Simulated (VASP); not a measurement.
# BN: single point with r2SCAN

The system is BN.

```
CELL_PARAMETERS angstrom
3.62600 0.00000 0.00000
0.00000 -3.62600 0.00000
0.00000 0.00000 -3.62600
ATOMIC_POSITIONS crystal
B 0.00000 0.50000 0.50000
B 0.50000 0.00000 0.50000
B 0.50000 0.50000 0.00000
B 0.00000 0.00000 0.00000
N 0.75000 0.75000 0.77758
N 0.25000 0.25000 0.75000
N 0.25000 0.75000 0.25000
N 0.75000 0.25000 0.25000
```

This cell differs from its parent crystal: atom 5 (N) moved -0.100 Å along Cartesian [0 0 1].

```yaml
Program: VASP 6.6.1
Task: single point
Functional: r2SCAN
Potentials_or_basis: VASP PAW PBE potentials, release 64 (B_h, N_h)
Cutoff: 1460 eV
k_mesh: 6 × 6 × 6
Occupations: gaussian, width 0.05 eV
Spin: no spin polarisation
Dipole_correction: no
Further_INCAR_settings: ALGO = Normal; EDIFF = 1e-06; NBANDS = 26
```

| Quantity | Value |
| --- | --- |
| Pressure | -4.7 GPa |
| Largest force | 3.546 eV/Å |
| Band gap on the k mesh | 4.72 eV |

Forces on the atoms (eV/Å):
```
B   -0.077 -0.077 -0.505
B    0.077  0.077 -0.505
B   -0.219  0.219 -0.664
B    0.219 -0.219 -0.664
N    0.000  0.000  3.546
N    0.000  0.000  0.244
N    0.000  0.000 -0.726
N    0.000  0.000 -0.726
```

Stress tensor (GPa, compression positive):
```
-4.44 -0.13  0.00
-0.13 -4.44  0.00
 0.00  0.00 -5.28
```

Levels at points of the mesh, in eV from the valence-band top:
| k point | band 14 | band 15 | band 16 | band 17 | band 18 | band 19 |
| --- | --- | --- | --- | --- | --- | --- |
| (0.00, 0.00, 0.00) | -0.46 | -0.24 | 0.00 | 4.72 | 4.76 | 4.78 |
| (0.50, 0.00, 0.00) | -3.31 | -3.26 | -3.20 | 7.11 | 7.14 | 9.95 |
| (0.00, 0.00, 0.50) | -3.41 | -3.23 | -2.95 | 7.12 | 7.21 | 9.99 |
| (0.50, 0.50, 0.00) | -2.38 | -2.37 | -2.02 | 9.94 | 10.08 | 10.14 |
| (0.00, 0.50, 0.50) | -2.38 | -2.32 | -2.15 | 9.76 | 9.86 | 10.30 |
| (0.50, 0.50, 0.50) | -2.22 | -2.05 | -1.74 | 10.07 | 10.17 | 10.39 |

Run time: 7.9 min on 1 thread of AMD EPYC 9R45 96-Core Processor (Zen 5), on a shared host, peak memory 0.46 GiB.

Caveat: the cell differs from its parent crystal (atom 5 (N) moved -0.100 Å along Cartesian [0 0 1]); the cell stands under tension; the PAW data sets were made with another functional, which shifts forces and pressure a little. A k mesh can miss the band edges.
